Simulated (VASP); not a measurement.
SrWO4, 12 atoms in the cell. The structure is tetragonal, space group I4_1/a (No. 88). Conventional cell: a = 5.391 Å, b = 5.391 Å, c = 11.893 Å, α = 90.00°, β = 90.00°, γ = 90.00°. Sr (site symmetry -4) has 8 O at 2.49 to 2.55 Å within 3.3 Å. W (site symmetry -4) has 4 O at 1.87 Å within 2.5 Å. O (site symmetry 1) has 1 W at 1.87 Å and 2 Sr at 2.49 to 2.55 Å within 2.6 Å. 

```yaml
Program: VASP 6.6.1
Task: relaxation of cell and atoms
Functional: PBEsol
Potentials_or_basis: VASP PAW PBE potentials, release 64 (Sr_sv, W_sv, O)
Cutoff: 600 eV
k_mesh: 6 × 6 × 6
Occupations: gaussian, width 0.01 eV
Spin: no spin polarisation
Target_pressure: 6 GPa
Dipole_correction: no
Further_INCAR_settings: ALGO = Normal; EDIFF = 1e-06; IBRION = 2; EDIFFG = -0.005; NSW = 80; ISIF = 3
```

Potentials or basis: VASP PAW PBE potentials, release 64 (Sr_sv, W_sv, O).

Run with:

```console
$ cat potpaw_PBE.64/Sr_sv/POTCAR potpaw_PBE.64/W_sv/POTCAR potpaw_PBE.64/O/POTCAR > POTCAR
$ mpirun -np 1 vasp_std > vasp.out
```

Hardware: 1 thread of AMD EPYC 9R45 96-Core Processor (Zen 5), on a shared host.

Task: How long does it take, and how much memory?

Result: It took 2.8 h on 1 thread of AMD EPYC 9R45 96-Core Processor (Zen 5), on a shared host, peak memory 0.69 GiB. Counts: scf iterations 259, k points 36, ion steps 42.
